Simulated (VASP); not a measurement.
# Yb (Fm-3m) in VASP: a series of runs

Yb is run at these levels: LDA; tasks: single point.

Everything below comes from runs of VASP 6.6.1. Logs are shortened: lines on timing, memory, paths and dates and some standing lists are left out, and cuts for length are marked.

**1. The cell of the first run**

It takes space group Fm-3m (No. 225, cubic). The conventional cell has a = 4.914 Å, b = 4.914 Å, c = 4.914 Å, α = 90.00°, β = 90.00°, γ = 90.00°. Yb (site symmetry m-3m) has 12 Yb at 3.47 Å within 4.6 Å.

**2. Single point, LDA**

Input file INCAR:

```
SYSTEM = Yb
PREC = Accurate
ENCUT = 520
EDIFF = 1E-6
ISMEAR = 1
SIGMA = 0.2
LREAL = .False.
LASPH = .True.
NELM = 60
ALGO = Normal
ISIF = 2
LWAVE = .False.
LCHARG = .False.
GGA = CA
NBANDS = 18
```

Input file KPOINTS:

```
Automatic mesh
0
Gamma
  11 11 11
  0 0 0
```

Input file POSCAR:

```
Yb
1.0
    0.0000000000      2.4569516026      2.4569516026
    2.4569516026      0.0000000000      2.4569516026
    2.4569516026      2.4569516026      0.0000000000
Yb
1
Direct
    0.0000000000      0.0000000000      0.0000000000
```

Potentials or basis: VASP PAW PBE potentials, release 64 (Yb).

The run is started by

```bash
cat potpaw_PBE.64/Yb/POTCAR > POTCAR
mpirun -np 1 vasp_std > vasp.out
```

OUTCAR:

```text
SYSTEM = Yb
   PREC = Accurate
   ENCUT = 520
   EDIFF = 1E-6
   ISMEAR = 1
   LREAL = .False.
   LASPH = .True.
   NELM = 60
   ISIF = 2
   GGA = CA

 ion  position               nearest neighbor table
   1  0.000  0.000  0.000-

  LATTYP: Found a face centered cubic cell.
 ALAT       =     4.9139032052

  Lattice vectors:

 A1 = (   0.0000000000,   2.4569516026,   2.4569516026)
 A2 = (   2.4569516026,   0.0000000000,   2.4569516026)
 A3 = (   2.4569516026,   2.4569516026,   0.0000000000)

Analysis of symmetry for initial positions (statically):
=====================================================================
 Subroutine PRICEL returns:
 Original cell was already a primitive cell.

 Routine SETGRP: Setting up the symmetry group for a
 face centered cubic supercell.

 Subroutine GETGRP returns: Found 48 space group operations
 (whereof 48 operations were pure point group operations)
 out of a pool of 48 trial point group operations.

The static configuration has the point symmetry O_h .

Analysis of symmetry for dynamics (positions and initial velocities):
=====================================================================
 Subroutine PRICEL returns:
 Original cell was already a primitive cell.

 Routine SETGRP: Setting up the symmetry group for a
 face centered cubic supercell.

 Subroutine GETGRP returns: Found 48 space group operations
 (whereof 48 operations were pure point group operations)
 out of a pool of 48 trial point group operations.

The dynamic configuration has the point symmetry O_h .

 Subroutine INISYM returns: Found 48 space group operations
 (whereof 48 operations are pure point group operations),
 and found     1 'primitive' translations

----------------------------------------------------------------------------------------

                                     Primitive cell

  volume of cell :      29.6633

  direct lattice vectors                    reciprocal lattice vectors
     0.000000000  2.456951603  2.456951603    -0.203504212  0.203504212  0.203504212
     2.456951603  0.000000000  2.456951603     0.203504212 -0.203504212  0.203504212
     2.456951603  2.456951603  0.000000000     0.203504212  0.203504212 -0.203504212

  length of vectors
     3.474654278  3.474654278  3.474654278     0.352479635  0.352479635  0.352479635

  position of ions in fractional coordinates (direct lattice)
     0.000000000  0.000000000  0.000000000

  ion indices of the primitive-cell ions
   primitive index   ion index
                 1           1

----------------------------------------------------------------------------------------

 KPOINTS: Automatic mesh

Automatic generation of k-mesh.
 Grid dimensions read from file:
 generate k-points for:   11   11   11

 Generating k-lattice:

  Cartesian coordinates                     Fractional coordinates (reciprocal lattice)
    -0.018500383  0.018500383  0.018500383     0.090909091  0.000000000  0.000000000
     0.018500383 -0.018500383  0.018500383     0.000000000  0.090909091  0.000000000
     0.018500383  0.018500383 -0.018500383     0.000000000  0.000000000  0.090909091

  Length of vectors
     0.032043603  0.032043603  0.032043603

  Shift w.r.t. Gamma in fractional coordinates (k-lattice)
     0.000000000  0.000000000  0.000000000

 Subroutine IBZKPT returns following result:
 ===========================================

 Found     56 irreducible k-points:

 Following reciprocal coordinates:
            Coordinates               Weight
  0.000000  0.000000  0.000000      1.000000
  0.090909  0.000000  0.000000      8.000000
  0.181818  0.000000  0.000000      8.000000
  0.272727  0.000000  0.000000      8.000000
  0.363636  0.000000  0.000000      8.000000
  0.454545  0.000000  0.000000      8.000000
[... 16 lines left out ...]
 -0.272727  0.181818  0.000000     24.000000
 -0.181818  0.181818  0.000000     12.000000
 [... further k-points ...]
   k-points           NKPTS =     56   k-points in BZ     NKDIM =     56   number of bands    NBANDS=     18
   number of dos      NEDOS =    301   number of ions     NIONS =      1
   total plane-waves  NPLWV =  21952
   dimension x,y,z NGX =    28 NGY =   28 NGZ =   28
   dimension x,y,z NGXF=    56 NGYF=   56 NGZF=   56
   ions per type =               1
   NGX,Y,Z   is equivalent  to a cutoff of  13.40, 13.40, 13.40 a.u.
   NGXF,Y,Z  is equivalent  to a cutoff of  26.79, 26.79, 26.79 a.u.
 SYSTEM =  Yb
   PREC   = accura    normal or accurate (medium, high low for compatibility)
   ISTART =      0    job   : 0-new  1-cont  2-samecut
   ICHARG =      2    charge: 1-file 2-atom 10-const
   ISPIN  =      1    spin polarized calculation?
   LNONCOLLINEAR =      F non collinear calculations
   LSORBIT =      F    spin-orbit coupling
   LASPH  =      T    aspherical Exc in radial PAW
   ENCUT  =  520.0 eV  38.22 Ry    6.18 a.u.   6.46  6.46  6.46*2*pi/ulx,y,z
   NELM   =     60;   NELMIN=  2; NELMDL= -5     # of ELM steps
   EDIFF  = 0.1E-05   stopping-criterion for ELM
   LREAL  =      F    real-space projection
   EDIFFG = 0.1E-04   stopping-criterion for IOM
   NSW    =      0    number of steps for IOM
   IBRION =     -1    ionic relax: 0-MD 1-quasi-New 2-CG
   NFREE  =      0    steps in history (QN), initial steepest desc. (CG)
   ISIF   =      2    stress and relaxation
   ISYM   =      2    0-nonsym 1-usesym 2-fastsym
   POTIM  = 0.5000    time-step for ionic-motion
   TEBEG  =    0.0;   TEEND  =   0.0 temperature during run
   PSTRESS=    0.0 pullay stress
   NELECT =      24.0000    total number of electrons
   NUPDOWN=      -1.0000    fix difference up-down
   EMIN   =  10.00;   EMAX   =-10.00  energy-range for DOS
   EFERMI =   0.00;   METHOD = LEGACY
   ISMEAR =     1;   SIGMA  =   0.20  broadening in eV -4-tet -1-fermi 0-gaus
   EFERMI_NEDOS =   21; number of points for ismear=-14 and -15
   IALGO  =     38    algorithm
   IMIX   =      4    mixing-type and parameters
     AMIX     =   0.40;   BMIX     =  1.00
     AMIX_MAG =   1.60;   BMIX_MAG =  1.00
  volume/ion in A,a.u.               =      29.66       200.18
  Fermi-wavevector in a.u.,A,eV,Ry     =   1.525476  2.882731 31.661795  2.327076
  Thomas-Fermi vector in A             =   2.633641
   LORBIT       =      0    0 simple, 1 ext, 2 COOP (PROOUT), +10 PAW based schemes
   GGA     = CA    functional components
   LHFCALC =     F    Hartree Fock is set to
   AEXX    =    0.0000 exact exchange contribution
   IVDW    =     0    specifies the selected vdW correction
   LEPSILON=     F    determine dielectric tensor
   LRPA    =     F    only Hartree local field effects (RPA)
 non-spin polarized calculation
 Methfessel and Paxton  Order N= 1 SIGMA  =   0.20
  energy-cutoff  :      520.00
  volume of cell :       29.66
 maximum number of plane-waves:       821
 NGX is ok and might be reduce to    28
   NGX = 13   NGY = 13   NGZ = 13

 number of electron      24.0000001 magnetization

 Free energy of the ion-electron system (eV)
  ---------------------------------------------------
  ext. energy  EPLUGINS =         0.00000000
  ---------------------------------------------------
  free energy    TOTEN  =        -4.14197040 eV

  energy without entropy =       -4.24775226  energy(sigma->0) =       -4.17723102

 E-fermi :   1.8063     XC(G=0): -10.6610

 val. band max:        1.7654988078   @ k =  -0.2727   0.3636   0.0909
 cond. band min:       1.8357245241   @ k =  -0.3636   0.3636   0.0000
 fundamental gap:      0.0702257163
 Fermi energy:         1.8063107595

 k-point     1 :       0.0000    0.0000    0.0000
  band No.  band energies     occupation
      1     -49.3256      2.00000
      2     -21.5505      2.00000
      3     -21.5505      2.00000
      4     -21.5505      2.00000
      5      -3.6142      2.00000
      6       1.4038      2.01535
[... 10 lines left out ...]
     17       7.4335      0.00000
     18      12.4411      0.00000

 k-point     2 :       0.0909    0.0000    0.0000
  band No.  band energies     occupation
      1     -49.3223      2.00000
      2     -21.6059      2.00000
      3     -21.5574      2.00000
      4     -21.5574      2.00000
      5      -3.3769      2.00000
      6       1.4046      2.01556
[... 10 lines left out ...]
     17       7.2916      0.00000
     18      12.9733      0.00000

 k-point     3 :       0.1818    0.0000    0.0000
  band No.  band energies     occupation
      1     -49.3133      2.00000
      2     -21.7514      2.00000
      3     -21.5759      2.00000
      4     -21.5759      2.00000
      5      -2.7115      2.00000
      6       1.4100      2.01696
[... 10 lines left out ...]
     17       7.1472      0.00000
     18      13.0247      0.00000

 k-point     4 :       0.2727    0.0000    0.0000
  band No.  band energies     occupation
      1     -49.3016      2.00000
      2     -21.9353      2.00000
      3     -21.5999      2.00000
      4     -21.5999      2.00000
      5      -1.7648      2.00000
      6       1.4284      2.02247
[... 375 lines left out ...]
      4     -21.6517      2.00000
      5       0.4204      2.00000
      6       1.4258      2.02162
[... 10 lines left out ...]
     17       9.6913      0.00000
     18      11.1642      0.00000

 k-point    23 :      -0.2727    0.1818    0.0000
  band No.  band energies     occupation
      1     -49.2876      2.00000
      2     -22.0245      2.00000
      3     -21.7600      2.00000
      4     -21.6216      2.00000
      5      -0.3890      2.00000
      6       1.4505      2.03048
[... 10 lines left out ...]
     17       9.6720      0.00000
     18      12.1200      0.00000

 k-point    24 :      -0.1818    0.1818    0.0000
  band No.  band energies     occupation
      1     -49.2976      2.00000
      2     -21.9182      2.00000
      3     -21.7024      2.00000
      4     -21.5936      2.00000
      5      -1.3897      2.00000
      6       1.4306      2.02321
[... 10 lines left out ...]
     17       8.7151      0.00000
     18      13.2494      0.00000

 [... further k-points ...]

------------------------ aborting loop because EDIFF is reached ----------------------------------------

  FORCE on cell =-STRESS in cart. coord.  units (eV):
  Direction    XX          YY          ZZ          XY          YZ          ZX
  --------------------------------------------------------------------------------------
  -------------------------------------------------------------------------------------
  Total       -0.1072110     -0.1072110     -0.1072110     -0.0000000      0.0000000     -0.0000000
  in kB       -5.7906874     -5.7906874     -5.7906874     -0.0000000      0.0000000     -0.0000000
  external PRESSURE =      -5.7906874 kB  Pullay stress =       0.0000000 kB

 VOLUME and BASIS-vectors are now :
 -----------------------------------------------------------------------------
  energy-cutoff  :      520.00
  volume of cell :       29.66
      direct lattice vectors                 reciprocal lattice vectors
     0.000000000  2.456951603  2.456951603    -0.203504212  0.203504212  0.203504212
     2.456951603  0.000000000  2.456951603     0.203504212 -0.203504212  0.203504212
     2.456951603  2.456951603  0.000000000     0.203504212  0.203504212 -0.203504212

 POSITION                                       TOTAL-FORCE (eV/Angst)
 -----------------------------------------------------------------------------------
      0.00000      0.00000      0.00000         0.000000      0.000000     -0.000000
 -----------------------------------------------------------------------------------
    total drift:                               -0.000000     -0.000000     -0.000000

  FREE ENERGIE OF THE ION-ELECTRON SYSTEM (eV)
  ---------------------------------------------------
  free  energy   TOTEN  =        -4.1419704039 eV

  energy  without entropy=       -4.2477522590  energy(sigma->0) =       -4.17723102
```

It took 42 s on 1 thread of AMD EPYC 7R13 (Zen 3), shared host; peak memory 0.14 GiB.

Results:

```
Free energy            : -4.1420 eV
Pressure               : -0.6 GPa
Band gap on the k mesh : zero (bands 12 and 13 overlap by 0.14 eV)
```

Caveat: the PAW data sets were made with another functional, which shifts forces and pressure a little; spin-orbit coupling is left out, which moves the levels of the heavy elements. Spin polarisation is off, so any magnetic state and its effect on volume and gap are missing.

**3. Single point, LDA**

Input file INCAR:

```
ALGO = Normal
EDIFF = 1E-6
ENCUT = 520
GGA = CA
ISIF = 2
ISMEAR = 1
LASPH = True
LCHARG = False
LREAL = False
LWAVE = False
NBANDS = 18
NELM = 60
PREC = Accurate
SIGMA = 0.3
```

Input file KPOINTS:

```
k-points
0
Gamma
  11 11 11
```

POSCAR is that of step 2.

Potentials or basis: VASP PAW PBE potentials, release 64 (Yb).

The run is started by

```bash
cat potpaw_PBE.64/Yb/POTCAR > POTCAR
mpirun -np 1 vasp_std > vasp.out
```

OUTCAR:

```text
EDIFF = 1E-6
   ENCUT = 520
   GGA = CA
   ISIF = 2
   ISMEAR = 1
   LASPH = True
   LREAL = False
   NELM = 60
   PREC = Accurate

 ion  position               nearest neighbor table
   1  0.000  0.000  0.000-

  LATTYP: Found a face centered cubic cell.
 ALAT       =     4.9139032052

  Lattice vectors:

 A1 = (   0.0000000000,   2.4569516026,   2.4569516026)
 A2 = (   2.4569516026,   0.0000000000,   2.4569516026)
 A3 = (   2.4569516026,   2.4569516026,   0.0000000000)

[... 682 lines left out ...]
     18      13.2448      0.00000

 [... further k-points ...]

------------------------ aborting loop because EDIFF is reached ----------------------------------------

  FORCE on cell =-STRESS in cart. coord.  units (eV):
  Direction    XX          YY          ZZ          XY          YZ          ZX
  --------------------------------------------------------------------------------------
  -------------------------------------------------------------------------------------
  Total       -0.1587728     -0.1587728     -0.1587728     -0.0000000     -0.0000000      0.0000000
  in kB       -8.5756485     -8.5756485     -8.5756485     -0.0000000     -0.0000000      0.0000000
  external PRESSURE =      -8.5756485 kB  Pullay stress =       0.0000000 kB

 VOLUME and BASIS-vectors are now :
 -----------------------------------------------------------------------------
  energy-cutoff  :      520.00
  volume of cell :       29.66
      direct lattice vectors                 reciprocal lattice vectors
     0.000000000  2.456951603  2.456951603    -0.203504212  0.203504212  0.203504212
     2.456951603  0.000000000  2.456951603     0.203504212 -0.203504212  0.203504212
     2.456951603  2.456951603  0.000000000     0.203504212  0.203504212 -0.203504212

 POSITION                                       TOTAL-FORCE (eV/Angst)
 -----------------------------------------------------------------------------------
      0.00000      0.00000      0.00000         0.000000      0.000000      0.000000
 -----------------------------------------------------------------------------------
    total drift:                               -0.000000     -0.000000     -0.000000

  FREE ENERGIE OF THE ION-ELECTRON SYSTEM (eV)
  ---------------------------------------------------
  free  energy   TOTEN  =        -4.0899571833 eV

  energy  without entropy=       -4.2411885418  energy(sigma->0) =       -4.14036764
```

OSZICAR:

```text
N       E                     dE             d eps       ncg     rms          rms(c)
DAV:   1     0.109556053760E+03    0.10956E+03   -0.86349E+03  2530   0.905E+03
DAV:   2     0.104835857256E+02   -0.99072E+02   -0.95878E+02  2588   0.557E+02
DAV:   3    -0.171980621000E+01   -0.12203E+02   -0.12052E+02  2966   0.117E+02
DAV:   4    -0.399823339425E+01   -0.22784E+01   -0.22560E+01  3970   0.370E+01
DAV:   5    -0.411106926762E+01   -0.11284E+00   -0.11256E+00  3526   0.106E+01    0.190E+01
DAV:   6    -0.417182727706E+01   -0.60758E-01   -0.35885E-01  3078   0.147E+01    0.180E+01
DAV:   7    -0.410418032264E+01    0.67647E-01   -0.20708E-01  2384   0.182E+01    0.101E+01
DAV:   8    -0.409443510010E+01    0.97452E-02   -0.83124E-02  2992   0.809E+00    0.108E+00
DAV:   9    -0.409117931061E+01    0.32558E-02   -0.28569E-02  3446   0.516E+00    0.104E+00
DAV:  10    -0.409203023143E+01   -0.85092E-03   -0.18448E-03  3412   0.164E+00    0.114E+00
DAV:  11    -0.409007910187E+01    0.19511E-02   -0.30853E-03  2926   0.196E+00    0.272E-01
DAV:  12    -0.408999133296E+01    0.87769E-04   -0.25477E-04  3456   0.654E-01    0.117E-01
DAV:  13    -0.408996893022E+01    0.22403E-04   -0.71470E-05  3702   0.444E-01    0.551E-02
DAV:  14    -0.408995929817E+01    0.96321E-05   -0.44999E-05  3306   0.324E-01    0.110E-02
DAV:  15    -0.408995800422E+01    0.12940E-05   -0.14312E-05  2048   0.213E-01    0.880E-03
DAV:  16    -0.408995718332E+01    0.82089E-06   -0.70269E-06  1460   0.155E-01
   1 F= -.40899572E+01 E0= -.41403676E+01  d E =0.151231E+00
```

Wall time 41 s (1 thread of AMD EPYC 7R13 (Zen 3), shared host); peak memory 0.14 GiB.

What came out:

```
Free energy            : -4.0900 eV
Pressure               : -0.9 GPa
Band gap on the k mesh : zero (bands 12 and 13 overlap by 0.14 eV)
```

Caveat: so wide a smearing shifts energies and pressures; the PAW data sets were made with another functional, which shifts forces and pressure a little; spin-orbit coupling is left out, which moves the levels of the heavy elements. Spin polarisation is off, so any magnetic state and its effect on volume and gap are missing.

**4. Single point, LDA**

Input file INCAR:

```
PREC = Accurate ; ENCUT = 520
EDIFF = 1E-6 ; ISMEAR = 1
SIGMA = 0.6 ; LREAL = F
LASPH = T ; NELM = 80
ALGO = Normal ; ISIF = 2
LWAVE = F ; LCHARG = F
GGA = CA ; NBANDS = 18
```

Input file KPOINTS:

```
Automatic mesh
0
Gamma
  11 11 11
```

POSCAR is that of step 3.

The run is started by

```bash
cat potpaw_PBE.64/Yb/POTCAR > POTCAR
mpirun -np 1 vasp_std > vasp.out
```

Run time: 42 s. Hardware: 1 thread of AMD EPYC 7R13 (Zen 3), shared host; peak memory 0.14 GiB.

It converged, with:

```
Free energy            : -3.9586 eV
Pressure               : -2.2 GPa
Band gap on the k mesh : zero (bands 12 and 13 overlap by 0.11 eV)
```

Levels at points of the mesh, in eV from the Fermi level:
| k point | band 8 | band 9 | band 10 | band 11 | band 12 | band 13 | band 14 | band 15 | band 16 | band 17 |
| --- | --- | --- | --- | --- | --- | --- | --- | --- | --- | --- |
| (0.00, 0.00, 0.00) | -0.55 | -0.55 | -0.39 | -0.39 | -0.39 | 2.95 | 2.95 | 2.95 | 5.51 | 5.51 |

Caveat: so wide a smearing shifts energies and pressures; the PAW data sets were made with another functional, which shifts forces and pressure a little; spin-orbit coupling is left out, which moves the levels of the heavy elements. Spin polarisation is off, so any magnetic state and its effect on volume and gap are missing.

(Part 1 of 2 ends here.)
